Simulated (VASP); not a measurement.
# Nb2P5 (Pnma) in VASP: single point with r2SCAN

Aim: the single point of Nb2P5 with r2SCAN.

Program: VASP 6.6.1. These are calculated values, not measurements. Logs are shortened: lines on timing, memory, paths and dates and some standing lists are left out, and cuts for length are marked.

## 1. The cell of the first run

Symmetry: Pnma, No. 62, orthorhombic system. The conventional cell has a = 16.754 Å, b = 3.392 Å, c = 7.932 Å, α = 90.00°, β = 90.00°, γ = 90.00°. Within 3.4 Å of Nb (site symmetry m) lie 8 P at 2.52 to 2.68 Å and 3 Nb at 3.00 to 3.39 Å. Nb (site symmetry m) has 8 P at 2.54 to 2.69 Å and 3 Nb at 3.00 to 3.39 Å within 3.4 Å. Within 3.6 Å of P (site symmetry m) lie 5 Nb at 2.64 to 2.69 Å and 10 P at 2.77 to 3.59 Å. P (site symmetry m) has 5 Nb at 2.63 to 2.66 Å and 11 P at 2.77 to 3.67 Å within 3.7 Å. P (site symmetry m) has 3 P at 2.15 to 2.24 Å and 1 Nb at 2.54 Å within 2.9 Å. Within 2.9 Å of P (site symmetry m) lie 2 P at 2.15 to 2.19 Å and 2 Nb at 2.52 Å. P (site symmetry m) has 3 P at 2.19 to 2.67 Å and 3 Nb at 2.57 to 2.62 Å within 2.9 Å.

## 2. Single point, r2SCAN

POSCAR

```
Nb2P5
1.0
   16.7544600800      0.0000000000      0.0000000000
    0.0000000000      3.3920562700      0.0000000000
    0.0000000000      0.0000000000      7.9322825800
Nb P
8 20
Direct
    0.7738828900      0.2500000000      0.3269055400
    0.2261171100      0.7500000000      0.6730944600
    0.7261171100      0.7500000000      0.8269055400
    0.2738828900      0.2500000000      0.1730944600
    0.5948721900      0.2500000000      0.3352965400
    0.4051278100      0.7500000000      0.6647034600
    0.9051278100      0.7500000000      0.8352965400
    0.0948721900      0.2500000000      0.1647034600
    0.6852891600      0.7500000000      0.1535092800
    0.3147108400      0.2500000000      0.8464907200
    0.8147108400      0.2500000000      0.6535092800
    0.1852891600      0.7500000000      0.3464907200
    0.8149645500      0.2500000000      0.0029643900
    0.1850354500      0.7500000000      0.9970356100
    0.6850354500      0.7500000000      0.5029643900
    0.3149645500      0.2500000000      0.4970356100
    0.0400168900      0.2500000000      0.4630625600
    0.9599831100      0.7500000000      0.5369374400
    0.4599831100      0.7500000000      0.9630625600
    0.5400168900      0.2500000000      0.0369374400
    0.3851900800      0.7500000000      0.1839393400
    0.6148099200      0.2500000000      0.8160606600
    0.1148099200      0.2500000000      0.6839393400
    0.8851900800      0.7500000000      0.3160606600
    0.9776014900      0.7500000000      0.1213462800
    0.0223985100      0.2500000000      0.8786537200
    0.5223985100      0.2500000000      0.6213462800
    0.4776014900      0.7500000000      0.3786537200
```

INCAR.step1

```
SYSTEM = Nb2P5
PREC = Accurate
ENCUT = 520
ISMEAR = 0
SIGMA = 0.1
LREAL = Auto
LASPH = .True.
NELM = 80
NBANDS = 122
GGA = PE
ALGO = Normal
EDIFF = 1E-4
LWAVE = .True.
LCHARG = .False.
```

INCAR.step2

```
SYSTEM = Nb2P5
PREC = Accurate
ENCUT = 520
EDIFF = 1E-6
ISMEAR = 0
SIGMA = 0.1
LREAL = Auto
LASPH = .True.
NELM = 80
ALGO = Normal
ISIF = 2
LWAVE = .False.
LCHARG = .False.
METAGGA = R2SCAN
LMIXTAU = .True.
NBANDS = 122
ISTART = 1
```

KPOINTS

```
Automatic mesh
0
Gamma
  1 6 2
  0 0 0
```

Potentials or basis: VASP PAW PBE potentials, release 64 (Nb_sv, P).

Started as:

```console
cat potpaw_PBE.64/Nb_sv/POTCAR potpaw_PBE.64/P/POTCAR > POTCAR
cp INCAR.step1 INCAR
mpirun -np 1 vasp_std > vasp.out
cp INCAR.step2 INCAR
mpirun -np 1 vasp_std > vasp.out
```

OUTCAR:

```text
SYSTEM = Nb2P5
   PREC = Accurate
   ENCUT = 520
   EDIFF = 1E-6
   ISMEAR = 0
   LREAL = Auto
   LASPH = .True.
   NELM = 80
   ISIF = 2
   METAGGA = R2SCAN
   ISTART = 1

 ion  position               nearest neighbor table
   1  0.774  0.250  0.327-  24 2.52  24 2.52   9 2.64   9 2.64  15 2.65  15 2.65  13 2.66  11 2.68
                             5 3.00
   2  0.226  0.750  0.673-  23 2.52  23 2.52  10 2.64  10 2.64  16 2.65  16 2.65  14 2.66  12 2.68
                             6 3.00
   3  0.726  0.750  0.827-  22 2.52  22 2.52  11 2.64  11 2.64  13 2.65  13 2.65  15 2.66   9 2.68
                             7 3.00
   4  0.274  0.250  0.173-  21 2.52  21 2.52  12 2.64  12 2.64  14 2.65  14 2.65  16 2.66  10 2.68
                             8 3.00
   5  0.595  0.250  0.335-  20 2.54  27 2.57  28 2.62  28 2.62  15 2.63  15 2.63   9 2.69   9 2.69
                             1 3.00
   6  0.405  0.750  0.665-  19 2.54  28 2.57  27 2.62  27 2.62  16 2.63  16 2.63  10 2.69  10 2.69
                             2 3.00
   7  0.905  0.750  0.835-  18 2.54  25 2.57  26 2.62  26 2.62  13 2.63  13 2.63  11 2.69  11 2.69
                             3 3.00
   8  0.095  0.250  0.165-  17 2.54  26 2.57  25 2.62  25 2.62  14 2.63  14 2.63  12 2.69  12 2.69
                             4 3.00
   9  0.685  0.750  0.154-   1 2.64   1 2.64   3 2.68   5 2.69   5 2.69  15 2.77
  10  0.315  0.250  0.846-   2 2.64   2 2.64   4 2.68   6 2.69   6 2.69  16 2.77
  11  0.815  0.250  0.654-   3 2.64   3 2.64   1 2.68   7 2.69   7 2.69  13 2.77
  12  0.185  0.750  0.346-   4 2.64   4 2.64   2 2.68   8 2.69   8 2.69  14 2.77
  13  0.815  0.250  0.003-   7 2.63   7 2.63   3 2.65   3 2.65   1 2.66  11 2.77
  14  0.185  0.750  0.997-   8 2.63   8 2.63   4 2.65   4 2.65   2 2.66  12 2.77
  15  0.685  0.750  0.503-   5 2.63   5 2.63   1 2.65   1 2.65   3 2.66   9 2.77
  16  0.315  0.250  0.497-   6 2.63   6 2.63   2 2.65   2 2.65   4 2.66  10 2.77
  17  0.040  0.250  0.463-  23 2.15  18 2.24  18 2.24   8 2.54
  18  0.960  0.750  0.537-  24 2.15  17 2.24  17 2.24   7 2.54
  19  0.460  0.750  0.963-  21 2.15  20 2.24  20 2.24   6 2.54
  20  0.540  0.250  0.037-  22 2.15  19 2.24  19 2.24   5 2.54
  21  0.385  0.750  0.184-  19 2.15  28 2.19   4 2.52   4 2.52
  22  0.615  0.250  0.816-  20 2.15  27 2.19   3 2.52   3 2.52
  23  0.115  0.250  0.684-  17 2.15  26 2.19   2 2.52   2 2.52
  24  0.885  0.750  0.316-  18 2.15  25 2.19   1 2.52   1 2.52
  25  0.978  0.750  0.121-  24 2.19   7 2.57   8 2.62   8 2.62  26 2.67  26 2.67
  26  0.022  0.250  0.879-  23 2.19   8 2.57   7 2.62   7 2.62  25 2.67  25 2.67
  27  0.522  0.250  0.621-  22 2.19   5 2.57   6 2.62   6 2.62  28 2.67  28 2.67
  28  0.478  0.750  0.379-  21 2.19   6 2.57   5 2.62   5 2.62  27 2.67  27 2.67

  LATTYP: Found a simple orthorhombic cell.
 ALAT       =     3.3920562700
 B/A-ratio  =     2.3384879108
 C/A-ratio  =     4.9393225661

  Lattice vectors:

 A1 = (   0.0000000000,   3.3920562700,   0.0000000000)
 A2 = (   0.0000000000,   0.0000000000,   7.9322825800)
 A3 = (  16.7544600800,   0.0000000000,   0.0000000000)

Analysis of symmetry for initial positions (statically):
=====================================================================
 Subroutine PRICEL returns:
 Original cell was already a primitive cell.

 Routine SETGRP: Setting up the symmetry group for a
 simple orthorhombic supercell.

 Subroutine GETGRP returns: Found  8 space group operations
 (whereof  2 operations were pure point group operations)
 out of a pool of  8 trial point group operations.

The static configuration has the point symmetry S_2 .
 The point group associated with its full space group is D_2h.

Analysis of symmetry for dynamics (positions and initial velocities):
=====================================================================
 Subroutine PRICEL returns:
 Original cell was already a primitive cell.

 Routine SETGRP: Setting up the symmetry group for a
 simple orthorhombic supercell.

 Subroutine GETGRP returns: Found  8 space group operations
 (whereof  2 operations were pure point group operations)
 out of a pool of  8 trial point group operations.

The dynamic configuration has the point symmetry S_2 .
 The point group associated with its full space group is D_2h.

 Subroutine INISYM returns: Found  8 space group operations
 (whereof  2 operations are pure point group operations),
 and found     1 'primitive' translations

----------------------------------------------------------------------------------------

                                     Primitive cell

  volume of cell :     450.8080

  direct lattice vectors                    reciprocal lattice vectors
    16.754460080  0.000000000  0.000000000     0.059685600  0.000000000  0.000000000
     0.000000000  3.392056270  0.000000000     0.000000000  0.294806430  0.000000000
     0.000000000  0.000000000  7.932282580     0.000000000  0.000000000  0.126067117

  length of vectors
    16.754460080  3.392056270  7.932282580     0.059685600  0.294806430  0.126067117

  position of ions in fractional coordinates (direct lattice)
     0.773882890  0.250000000  0.326905540
     0.226117110  0.750000000  0.673094460
     0.726117110  0.750000000  0.826905540
     0.273882890  0.250000000  0.173094460
     0.594872190  0.250000000  0.335296540
     0.405127810  0.750000000  0.664703460
[... 20 lines left out ...]
     0.522398510  0.250000000  0.621346280
     0.477601490  0.750000000  0.378653720

  ion indices of the primitive-cell ions
   primitive index   ion index
                 1           1
                 2           2
                 3           3
                 4           4
                 5           5
                 6           6
[... 20 lines left out ...]
                27          27
                28          28

----------------------------------------------------------------------------------------

 KPOINTS: Automatic mesh

Automatic generation of k-mesh.
 Grid dimensions read from file:
 generate k-points for:    1    6    2

 Generating k-lattice:

  Cartesian coordinates                     Fractional coordinates (reciprocal lattice)
     0.059685600  0.000000000  0.000000000     1.000000000  0.000000000  0.000000000
     0.000000000  0.049134405  0.000000000     0.000000000  0.166666667  0.000000000
     0.000000000  0.000000000  0.063033559     0.000000000  0.000000000  0.500000000

  Length of vectors
     0.059685600  0.049134405  0.063033559

  Shift w.r.t. Gamma in fractional coordinates (k-lattice)
     0.000000000  0.000000000  0.000000000

 Subroutine IBZKPT returns following result:
 ===========================================

 Found      8 irreducible k-points:

 Following reciprocal coordinates:
            Coordinates               Weight
  0.000000  0.000000  0.000000      1.000000
  0.000000  0.166667  0.000000      2.000000
  0.000000  0.333333  0.000000      2.000000
  0.000000  0.500000  0.000000      1.000000
  0.000000  0.000000  0.500000      1.000000
  0.000000  0.166667  0.500000      2.000000
  0.000000  0.333333  0.500000      2.000000
  0.000000  0.500000  0.500000      1.000000
   k-points           NKPTS =      8   k-points in BZ     NKDIM =      8   number of bands    NBANDS=    122
   number of dos      NEDOS =    301   number of ions     NIONS =     28
   total plane-waves  NPLWV = 211680
   dimension x,y,z NGX =   126 NGY =   28 NGZ =   60
   dimension x,y,z NGXF=   252 NGYF=   56 NGZF=  120
   ions per type =               8  20
   NGX,Y,Z   is equivalent  to a cutoff of  12.50, 13.72, 12.57 a.u.
   NGXF,Y,Z  is equivalent  to a cutoff of  25.00, 27.45, 25.15 a.u.
 SYSTEM =  Nb2P5
   PREC   = accura    normal or accurate (medium, high low for compatibility)
   ISTART =      1    job   : 0-new  1-cont  2-samecut
   ICHARG =      0    charge: 1-file 2-atom 10-const
   ISPIN  =      1    spin polarized calculation?
   LNONCOLLINEAR =      F non collinear calculations
   LSORBIT =      F    spin-orbit coupling
   LASPH  =      T    aspherical Exc in radial PAW
   ENCUT  =  520.0 eV  38.22 Ry    6.18 a.u.  31.15  6.31 14.75*2*pi/ulx,y,z
   NELM   =     80;   NELMIN=  2; NELMDL=  0     # of ELM steps
   EDIFF  = 0.1E-05   stopping-criterion for ELM
   LREAL  =      T    real-space projection
   EDIFFG = 0.1E-04   stopping-criterion for IOM
   NSW    =      0    number of steps for IOM
   IBRION =     -1    ionic relax: 0-MD 1-quasi-New 2-CG
   NFREE  =      0    steps in history (QN), initial steepest desc. (CG)
   ISIF   =      2    stress and relaxation
   ISYM   =      2    0-nonsym 1-usesym 2-fastsym
   POTIM  = 0.5000    time-step for ionic-motion
   TEBEG  =    0.0;   TEEND  =   0.0 temperature during run
   PSTRESS=    0.0 pullay stress
   NELECT =     204.0000    total number of electrons
   NUPDOWN=      -1.0000    fix difference up-down
   EMIN   =  10.00;   EMAX   =-10.00  energy-range for DOS
   EFERMI =   0.00;   METHOD = LEGACY
   ISMEAR =     0;   SIGMA  =   0.10  broadening in eV -4-tet -1-fermi 0-gaus
   EFERMI_NEDOS =   21; number of points for ismear=-14 and -15
   IALGO  =     38    algorithm
   IMIX   =      4    mixing-type and parameters
     AMIX     =   0.40;   BMIX     =  1.00
     AMIX_MAG =   1.60;   BMIX_MAG =  1.00
  volume/ion in A,a.u.               =      16.10       108.65
  Fermi-wavevector in a.u.,A,eV,Ry     =   1.256862  2.375125 21.493159  1.579703
  Thomas-Fermi vector in A             =   2.390549
   LORBIT       =      0    0 simple, 1 ext, 2 COOP (PROOUT), +10 PAW based schemes
   METAGGA = R2SCAN    functional components
   LHFCALC =     F    Hartree Fock is set to
   AEXX    =    0.0000 exact exchange contribution
   IVDW    =     0    specifies the selected vdW correction
   LEPSILON=     F    determine dielectric tensor
   LRPA    =     F    only Hartree local field effects (RPA)
 non-spin polarized calculation
 Gauss-broadening in eV      SIGMA  =   0.10
  energy-cutoff  :      520.00
  volume of cell :      450.81
 maximum number of plane-waves:     12170
 NGX is ok and might be reduce to   126
   NGX = 63   NGY = 13   NGZ = 29

 number of electron     204.0000008 magnetization

 Free energy of the ion-electron system (eV)
  ---------------------------------------------------
  ext. energy  EPLUGINS =         0.00000000
  ---------------------------------------------------
  free energy    TOTEN  =      -396.36913322 eV

  energy without entropy =     -396.29948308  energy(sigma->0) =     -396.33430815

 E-fermi :  10.0540     XC(G=0): -12.1468

 val. band max:       10.0369247802   @ k =   0.0000   0.3333   0.5000
 cond. band min:      10.1075190584   @ k =   0.0000   0.1667   0.5000
 fundamental gap:      0.0705942782
 Fermi energy:        10.0539548078

 k-point     1 :       0.0000    0.0000    0.0000
  band No.  band energies     occupation
      1     -47.1928      2.00000
      2     -47.1926      2.00000
      3     -47.1921      2.00000
      4     -47.1918      2.00000
      5     -47.1580      2.00000
      6     -47.1578      2.00000
[... 106 lines left out ...]
    113      11.0269      0.00000
    114      11.4755      0.00000
[... 817 lines left out ...]
    113      12.2218      0.00000
    114      12.2218      0.00000
 [bands above 114 left out]

------------------------ aborting loop because EDIFF is reached ----------------------------------------

  FORCE on cell =-STRESS in cart. coord.  units (eV):
  Direction    XX          YY          ZZ          XY          YZ          ZX
  --------------------------------------------------------------------------------------
  -------------------------------------------------------------------------------------
  Total       -3.2965462     -4.4510214     -3.1574832      0.0000000      0.0000000      0.0000000
  in kB      -11.7159654    -15.8189845    -11.2217338      0.0000000      0.0000000      0.0000000
  external PRESSURE =     -12.9188946 kB  Pullay stress =       0.0000000 kB

 VOLUME and BASIS-vectors are now :
 -----------------------------------------------------------------------------
  energy-cutoff  :      520.00
  volume of cell :      450.81
      direct lattice vectors                 reciprocal lattice vectors
    16.754460080  0.000000000  0.000000000     0.059685600  0.000000000  0.000000000
     0.000000000  3.392056270  0.000000000     0.000000000  0.294806430  0.000000000
     0.000000000  0.000000000  7.932282580     0.000000000  0.000000000  0.126067117

 POSITION                                       TOTAL-FORCE (eV/Angst)
 -----------------------------------------------------------------------------------
     12.96599      0.84801      2.59311        -0.088006      0.000000      0.010781
      3.78847      2.54404      5.33918         0.088006      0.000000     -0.010781
     12.16570      2.54404      6.55925         0.088006      0.000000      0.010781
      4.58876      0.84801      1.37303        -0.088006     -0.000000     -0.010781
      9.96676      0.84801      2.65967         0.048204      0.000000     -0.074249
      6.78770      2.54404      5.27262        -0.048204      0.000000      0.074249
[... 20 lines left out ...]
      8.75250      0.84801      4.92869         0.007137      0.000000     -0.040700
      8.00196      2.54404      3.00359        -0.007137      0.000000      0.040700
 -----------------------------------------------------------------------------------
    total drift:                               -0.000000      0.000000      0.000000

  FREE ENERGIE OF THE ION-ELECTRON SYSTEM (eV)
  ---------------------------------------------------
  free  energy   TOTEN  =      -396.3691332181 eV

  energy  without entropy=     -396.2994830759  energy(sigma->0) =     -396.33430815
```

It took 57 min on 1 thread of Oxide Virtual Turin-like, shared host; peak memory 0.64 GiB.

What came out:

```yaml
Free_energy: -396.3691 eV
Pressure: -1.3 GPa
Largest_force: 0.178 eV/Å
Band_gap_on_the_k_mesh: zero (bands 102 and 103 overlap by 0.60 eV)
```

Forces in eV/Å, atoms in the order of the input:
```
Nb  -0.088  0.000  0.011
Nb   0.088  0.000 -0.011
Nb   0.088  0.000  0.011
Nb  -0.088  0.000 -0.011
Nb   0.048  0.000 -0.074
Nb  -0.048  0.000  0.074
Nb  -0.048  0.000 -0.074
Nb   0.048  0.000  0.074
P   -0.098  0.000  0.052
P    0.098  0.000 -0.052
P    0.098  0.000  0.052
P   -0.098  0.000 -0.052
P    0.029  0.000 -0.056
P   -0.029  0.000  0.056
P   -0.029  0.000 -0.056
P    0.029  0.000  0.056
P    0.043  0.000 -0.173
P   -0.043  0.000  0.173
P   -0.043  0.000 -0.173
P    0.043  0.000  0.173
P   -0.121  0.000  0.031
P    0.121  0.000 -0.031
P    0.121  0.000  0.031
P   -0.121  0.000 -0.031
P   -0.007  0.000 -0.041
P    0.007  0.000  0.041
P    0.007  0.000 -0.041
P   -0.007  0.000  0.041
```

Caveat: the k points lie up to 0.40 Å⁻¹ apart, too coarse for converged energies and pressures of a metal; the PAW data sets were made with another functional, which shifts forces and pressure a little.

The gap in the log of VASP goes by the Fermi energy; the results here count the filled bands.